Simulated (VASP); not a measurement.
Write the native input for VASP 6.6.1 that does the following.

* Task: single point
* Functional: LDA
* Potentials or basis: VASP PAW LDA potentials, release 64 (Al)
* Cutoff: 520 eV
* k mesh: 7 × 7 × 7
* Occupations: methfessel-paxton, width 0.1 eV
* Spin: no spin polarisation
* Dipole correction: no
* Further INCAR settings: ALGO = Normal; EDIFF = 1e-06; NBANDS = 8

The structure of Al lies in POSCAR:

```
Al
1.0
    2.4059673147      0.0000000000      0.0000000000
    0.0000000000      2.4059673147      0.0000000000
    0.0000000000      0.0000000000      2.4059673147
Al
1
Direct
    0.0000000000      0.0000000000      0.0000000000
```

The input as run:

INCAR

```
ALGO = Normal ; EDIFF = 1E-6
ENCUT = 520 ; GGA = CA
ISIF = 2 ; ISMEAR = 1
LASPH = True ; LCHARG = False
LREAL = False ; LWAVE = False
NBANDS = 8 ; NELM = 60
PREC = Accurate ; SIGMA = 0.1
```

KPOINTS

```
k-points
0
Gamma
  7 7 7
```

Potentials or basis: VASP PAW LDA potentials, release 64 (Al).

Launch:

```bash
$ cat potpaw_LDA.64/Al/POTCAR > POTCAR
$ mpirun -np 1 vasp_std > vasp.out
```

Results of the run:

| Property | Result |
| --- | --- |
| Pressure | 40.4 GPa |

Caveat: the k points lie up to 0.37 Å⁻¹ apart.

Run time: 2.7 s on 1 thread of AMD EPYC 9R45 (Zen 5), on a shared host, peak memory 0.07 GiB.
